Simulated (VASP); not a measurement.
The system is Zr3SeS2.

```
CELL_PARAMETERS angstrom
5.78930 0.00000 0.00000
-2.89465 5.01368 0.00000
0.00000 0.00000 4.32831
ATOMIC_POSITIONS crystal
Zr 0.50000 0.00000 0.50000
Zr 0.00000 0.50000 0.50000
Zr 0.50000 0.50000 0.50000
Se 0.00000 0.00000 0.50000
S 0.33333 0.66667 0.50000
S 0.66667 0.33333 0.50000
```

```yaml
Program: VASP 6.6.1
Task: relaxation of cell and atoms
Functional: PBE
Potentials_or_basis: VASP PAW PBE potentials, release 64 (Zr_sv, Se, S)
Cutoff: 600 eV
k_mesh: 3 × 3 × 4
Occupations: gaussian, width 0.1 eV
Spin: no spin polarisation
```

At the start: pressure 135.9 GPa; volume 20.94 Å³/atom.

Task: How do energy, volume and symmetry change on relaxing?

Result: Over 16 steps the energy falls by 7848.3 meV/atom and the volume is 31.30 Å³/atom (+49.5 %); space group P6/mmm (No. 191, to 0.05 Å).

Step by step:
```tsv
step	energy change (eV)	largest force (eV/Å)	pressure (GPa)	volume (Å³)
1	0.0000	0.0000	135.88	125.63
2	-3.5879	0.0000	-25.03	645.93
3	-41.5241	0.0000	-8.18	331.31
4	-43.0774	0.0000	-7.41	304.16
5	-43.8493	0.0000	6.96	217.14
6	-44.7818	0.0000	-3.87	260.60
7	-44.9107	0.0000	-1.35	245.70
8	-44.9136	0.0000	-1.90	248.49
9	-45.4104	0.0000	-2.06	235.20
10	-46.8031	0.0000	-1.37	203.29
11	-42.9854	0.0000	22.44	138.75
12	-47.0287	0.0000	-0.39	193.98
13	-47.0791	0.0000	0.39	188.03
14	-47.0831	0.0000	0.67	186.11
15	-47.0750	0.0000	-0.88	190.32
16	-47.0899	0.0000	0.00	187.82
```

Final structure:
```xyz
6
Lattice="8.2543 0.0000 0.0000 -4.1272 7.1484 0.0000 0.0000 0.0000 3.1831" Properties=species:S:1:pos:R:3 pbc="T T T"
Zr    4.1272    0.0000    1.5915
Zr   -2.0636    3.5742    1.5915
Zr    2.0636    3.5742    1.5915
Se    0.0000    0.0000    1.5915
S     0.0000    4.7656    1.5915
S     4.1272    2.3828    1.5915
```

Caveat: the k points lie up to 0.49 Å⁻¹ apart in the final cell; the volume moved by over 15 % at a fixed basis, so the end points are rough.
